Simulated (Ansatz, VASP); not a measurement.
# LiF: VASP beside Ansatz

POSCAR

```
LiF
1.0
    0.0000000000      1.9837900000      2.0140000000
    2.0140000000      0.0000000000      2.0140000000
    2.0140000000      1.9837900000      0.0000000000
Li F
1 1
Direct
    0.0000000000      0.0000000000      0.0000000000
    0.5000000000      0.5000000000      0.5000000000
```

Contents of INCAR.step1:

```
PREC = Accurate
ENCUT = 520
ISMEAR = 0
SIGMA = 0.05
LREAL = False
LASPH = True
NELM = 80
NBANDS = 12
GGA = PE
ALGO = Normal
EDIFF = 1E-4
LWAVE = True
LCHARG = False
```

The input INCAR.step2:

```
PREC = Accurate
ENCUT = 520
EDIFF = 1E-6
ISMEAR = 0
SIGMA = 0.05
LREAL = False
LASPH = True
NELM = 80
ALGO = Normal
ISIF = 2
LWAVE = False
LCHARG = True
METAGGA = R2SCAN
LMIXTAU = True
LELF = True
LVHAR = True
NBANDS = 12
ISTART = 1
```

Contents of KPOINTS:

```
regular mesh
0
Gamma
  10 10 10
```

Input for Ansatz:

```yaml
crystal:
  lattice:
    - [0.0, 1.98379, 2.014]
    - [2.014, 0.0, 2.014]
    - [2.014, 1.98379, 0.0]
  atoms:
    - { symbol: Li, position: [0.0, 0.0, 0.0] }
    - { symbol: F, position: [0.5, 0.5, 0.5] }
basis:
  ecutwfc: 500
kpoints:
  mp_grid: { grid: [10, 10, 10] }
hamiltonian:
  xc: r2scan
scf:
  occupations: { method: gaussian, width: 0.05 }
output:
  forces: true
  stress: true
  eigenvalues: true
```

Change from the starting cell: strain -0.0150 x Voigt [0, 1, 0, 0, 0, 0], atoms carried along.

Alike in both runs: task single point; functional r2SCAN; k mesh 10 × 10 × 10; occupations gaussian, width 0.05 eV; no spin polarisation.

|  | VASP | Ansatz |
| --- | --- | --- |
| version | VASP 6.6.1 | Ansatz 0.2.0 |
| potentials or method | VASP PAW PBE potentials, release 64 (Li_sv, F), cutoff 520 eV | scalar-relativistic, plane waves, PAW |
| valence electrons in the cell | 10 | 10 |

Ansatz gave:

```
gap on the k mesh at the Fermi level (eV) : 10.19
least direct gap on the mesh (eV)         : 10.19
```

**Question.** Estimate VASP's values.

**Answer.** gap on the k mesh at the Fermi level (eV): 10.41; least direct gap on the mesh (eV): 10.41.

VASP's potentials were made for PBE, not for r2SCAN. The functional is the same, so the differences come from potentials, cutoffs and numerics.

Noted on VASP's run: the cutoff is short for stress, so the pressure is rough.
